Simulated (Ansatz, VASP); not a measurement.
## K: VASP beside Ansatz

File INCAR:

```
SYSTEM = K
ALGO = Normal ; EDIFF = 1E-6
ENCUT = 520 ; GGA = PE
ISIF = 2 ; ISMEAR = -1
LASPH = .TRUE. ; LCHARG = .FALSE.
LREAL = .FALSE. ; LWAVE = .FALSE.
NBANDS = 10 ; NELM = 80
PREC = Accurate ; SIGMA = 0.1
```

The input KPOINTS:

```
k-points
0
G
  5 5 5
  0 0 0
```

File POSCAR:

```
K
1.0
   -2.6417142217      2.6417142217      2.6417142217
    2.6417142217     -2.6417142217      2.6417142217
    2.6417142217      2.6417142217     -2.6417142217
K
1
Direct
    0.0000000000      0.0000000000      0.0000000000
```

Input for Ansatz:

```yaml
crystal:
  lattice:
    - [-2.6417142217, 2.6417142217, 2.6417142217]
    - [2.6417142217, -2.6417142217, 2.6417142217]
    - [2.6417142217, 2.6417142217, -2.6417142217]
  atoms:
    - { symbol: K, position: [0.0, 0.0, 0.0] }
hamiltonian:
  xc: pbe
  pseudopotentials:
    kind: paw
    azcp:
      K: "pseudopotentials/K.paw.azcp"
basis:
  ecutwfc: 420
  fft_grid_basis: typed
kpoints:
  mp_grid: { grid: [5, 5, 5], shift: [0, 0, 0] }
magnetization:
  spin_polarized: false
scf:
  occupations: { method: fermi_dirac, width: 0.1 }
  lower_state_search: "off"
output:
  stress: true
```

Alike in both runs: task single point; functional PBE; k mesh 5 × 5 × 5; occupations fermi-dirac, width 0.1 eV; no spin polarisation.

```csv
,VASP,Ansatz
version,VASP 6.6.1,Ansatz 0.2.0
potentials or method,"VASP PAW PBE potentials, release 64 (K_sv), cutoff 520 eV","plane waves (420 eV) with PAW, scalar-relativistic"
valence electrons in the cell,9,9
```

|  | VASP | Ansatz | Ansatz less VASP |
| --- | --- | --- | --- |
| pressure (GPa) | 0.0 | 0.0 | +0.01 |
